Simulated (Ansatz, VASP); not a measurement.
# Two plane-wave programs on Te

File POSCAR:

```
Te
1.0
    0.0000000000      2.4219472457      2.4219472457
    2.4219472457      0.0000000000      2.4219472457
    2.4219472457      2.4219472457      0.0000000000
Te
1
Direct
    0.0000000000      0.0000000000      0.0000000000
```

The input INCAR.step1:

```
SYSTEM = Te
PREC     = Accurate       ! precision mode
ENCUT    = 520            ! plane-wave cutoff, eV
ISMEAR   = -1             ! smearing method
SIGMA    = 0.1            ! smearing width, eV
LREAL    = .FALSE.        ! projectors in reciprocal space
LASPH    = .TRUE.         ! aspherical terms in the spheres
NELM     = 80             ! most SCF steps
NBANDS   = 9              ! bands
GGA      = PE             ! functional
ALGO     = Normal         ! electronic algorithm
EDIFF    = 1E-4           ! SCF threshold, eV
LWAVE    = .TRUE.         ! write WAVECAR
LCHARG   = .FALSE.        ! write CHGCAR
```

Contents of INCAR.step2:

```
SYSTEM = Te
PREC     = Accurate       ! precision mode
ENCUT    = 520            ! plane-wave cutoff, eV
EDIFF    = 1E-6           ! SCF threshold, eV
ISMEAR   = -1             ! smearing method
SIGMA    = 0.1            ! smearing width, eV
LREAL    = .FALSE.        ! projectors in reciprocal space
LASPH    = .TRUE.         ! aspherical terms in the spheres
NELM     = 80             ! most SCF steps
ALGO     = Normal         ! electronic algorithm
ISIF     = 2              ! what is computed and relaxed
LWAVE    = .FALSE.        ! write WAVECAR
LCHARG   = .FALSE.        ! write CHGCAR
METAGGA  = R2SCAN         ! meta-GGA
LMIXTAU  = .TRUE.       
NBANDS   = 9              ! bands
ISTART   = 1
```

KPOINTS

```
regular mesh
0
G
  13 13 13
  0 0 0
```

Input for Ansatz:

```yaml
crystal:
  lattice:
    - [0.0, 2.4219472457, 2.4219472457]
    - [2.4219472457, 0.0, 2.4219472457]
    - [2.4219472457, 2.4219472457, 0.0]
  atoms:
    - { symbol: Te, position: [0.0, 0.0, 0.0] }
hamiltonian:
  xc: r2scan
  pseudopotentials:
    kind: paw
    azcp:
      Te: "pseudopotentials/Te.paw.azcp"
basis:
  ecutwfc: 500
  fft_grid_basis: typed
kpoints:
  mp_grid: { grid: [13, 13, 13], shift: [0, 0, 0] }
magnetization:
  spin_polarized: false
scf:
  occupations: { method: fermi_dirac, width: 0.1 }
  lower_state_search: "off"
output:
  stress: true
```

Alike in both runs: task single point; functional r2SCAN; k mesh 13 × 13 × 13; occupations fermi-dirac, width 0.1 eV; no spin polarisation.

|  | VASP | Ansatz |
| --- | --- | --- |
| version | VASP 6.6.1 | Ansatz 0.2.0 |
| potentials or method | VASP PAW PBE potentials, release 64 (Te), cutoff 520 eV | plane waves (500 eV) with PAW, scalar-relativistic |
| valence electrons in the cell | 6 | 16 |

VASP gave:

```
pressure (GPa) : -0.2
```

Problem. Which values does Ansatz return?

Solution. Pressure (GPa): -0.1.

VASP's potentials were made for PBE, not for r2SCAN. With one functional, cell and mesh, what is left measures potentials, basis and numerics. VASP's potentials hold 6 valence electrons a cell and Ansatz's 16, so a difference there can come from the potentials and not from the codes.

Spin-orbit coupling is off throughout.
